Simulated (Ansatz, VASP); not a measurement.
# One calculation of Si3Ge, two programs

Contents of POSCAR:

```
Si3Ge
1.0
    3.7539572859      0.0000000000      0.0000000000
    0.0000000000      3.7539572859      0.0000000000
    0.0000000000      0.0000000000      5.2944907185
Si Ge
3 1
Direct
    0.5000000000      0.0000000000      0.7547639268
    0.5000000000      0.5000000000      0.0000000000
    0.0000000000      0.5000000000      0.2452360732
    0.0000000000      0.0000000000      0.5000000000
```

The input INCAR.step1:

```
SYSTEM = Si3Ge
ALGO     = Normal         ! electronic algorithm
EDIFF    = 1E-5           ! SCF threshold, eV
ENCUT    = 520            ! plane-wave cutoff, eV
GGA      = PE             ! functional
ISIF     = 2              ! what is computed and relaxed
ISMEAR   = -1             ! smearing method
LASPH    = .TRUE.         ! aspherical terms in the spheres
LREAL    = .FALSE.        ! projectors in reciprocal space
LWAVE    = .TRUE.         ! write WAVECAR
NBANDS   = 21             ! bands
NELM     = 100            ! most SCF steps
PREC     = Accurate       ! precision mode
SIGMA    = 0.02           ! smearing width, eV
```

Contents of INCAR.step2:

```
SYSTEM = Si3Ge
ALGO     = Normal         ! electronic algorithm
EDIFF    = 1E-7           ! SCF threshold, eV
ENCUT    = 520            ! plane-wave cutoff, eV
GGA      = PE             ! functional
HFSCREEN = 0.2079         ! screening, 1/A
ISIF     = 2              ! what is computed and relaxed
ISMEAR   = -1             ! smearing method
ISTART   = 1            
LASPH    = .TRUE.         ! aspherical terms in the spheres
LCHARG   = .TRUE.         ! write CHGCAR
LELF     = .TRUE.         ! ELF
LHFCALC  = .TRUE.         ! exact exchange
LREAL    = .FALSE.        ! projectors in reciprocal space
LVHAR    = .TRUE.       
LWAVE    = .FALSE.        ! write WAVECAR
NBANDS   = 21             ! bands
NELM     = 100            ! most SCF steps
PREC     = Accurate       ! precision mode
PRECFOCK = Normal       
SIGMA    = 0.02           ! smearing width, eV
```

KPOINTS

```
k-points
0
G
  4 4 4
  0 0 0
```

Input for Ansatz:

```yaml
crystal:
  lattice:
    - [3.7539572859, 0.0, 0.0]
    - [0.0, 3.7539572859, 0.0]
    - [0.0, 0.0, 5.2944907185]
  atoms:
    - { symbol: Si, position: [0.5, 0.0, 0.7547639268] }
    - { symbol: Si, position: [0.5, 0.5, 0.0] }
    - { symbol: Si, position: [0.0, 0.5, 0.2452360732] }
    - { symbol: Ge, position: [0.0, 0.0, 0.5] }
kpoints:
  mp_grid: { grid: [4, 4, 4] }
  band_path:
    path:
      - [0.0, 0.0, 0.0]
      - [0.0, 0.5, 0.0]
      - [0.5, 0.5, 0.0]
      - [0.0, 0.0, 0.5]
      - [0.0, 0.5, 0.5]
      - [0.5, 0.5, 0.5]
    npoints: 1
hamiltonian:
  xc: hse06
scf:
  occupations: { method: fermi_dirac, width: 0.02 }
  n_extra_bands: 5
output:
  forces: true
  stress: true
  eigenvalues: true
```

Change from the starting cell: hydrostatic strain -3.5%.

Alike in both runs: task single point; functional HSE06; k mesh 4 × 4 × 4; occupations fermi-dirac, width 0.02 eV; no spin polarisation.

|  | VASP | Ansatz |
| --- | --- | --- |
| version | VASP 6.6.1 | Ansatz 0.2.0 |
| potentials or method | VASP PAW PBE potentials, release 64 (Si, Ge_d) | plane waves, PAW |
| plane-wave cutoff (eV) | 520 | 420 |
| valence electrons in the cell | 26 | 26 |

```tsv
	VASP	Ansatz	Ansatz less VASP
pressure (GPa)	12.0	12.4	+0.36
traceless stress, the component that is largest in VASP (GPa)	-0.93	-0.94	-0.012
rms of the force components (eV/Å)	0.026	0.023	-0.0030
```

Atom by atom the forces differ by 0.003 eV/Å (rms over components). Ansatz's warnings: stress exchange threshold loose, stress scf threshold loose.
